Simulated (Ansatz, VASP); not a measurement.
C in VASP and in Ansatz

```
C
1.0
     0.00000    2.00274    3.75320
     1.15705    0.00000    3.75320
     1.15705    2.00274    0.00000
C
2
Direct
  0.16671 0.83329 0.16671
  0.83329 0.16671 0.83329
```

Change from the starting cell: volume 8.697 Å^3 an atom, stretch along c over the lengths across it, relative to the relaxed cell 1.1996.

Alike in both runs: task single point; functional PBEsol; dispersion D3(BJ); k mesh 18 × 18 × 18; occupations gaussian, width 0.03 eV; no spin polarisation.

```csv
,VASP,Ansatz
version,VASP 6.6.1,Ansatz 0.2.0
potentials or method,"VASP PAW PBE potentials, release 64 (C), cutoff 520 eV","scalar-relativistic, plane waves, PAW"
valence electrons in the cell,8,8
```

```tsv
	VASP	Ansatz	Ansatz less VASP
gap on the k mesh at the Fermi level (eV)	0.04	0.04	0.000
least direct gap on the mesh (eV)	0.07	0.07	0.000
```

VASP's potentials were made for PBE, not for PBEsol, and Ansatz warns of the same on its side.
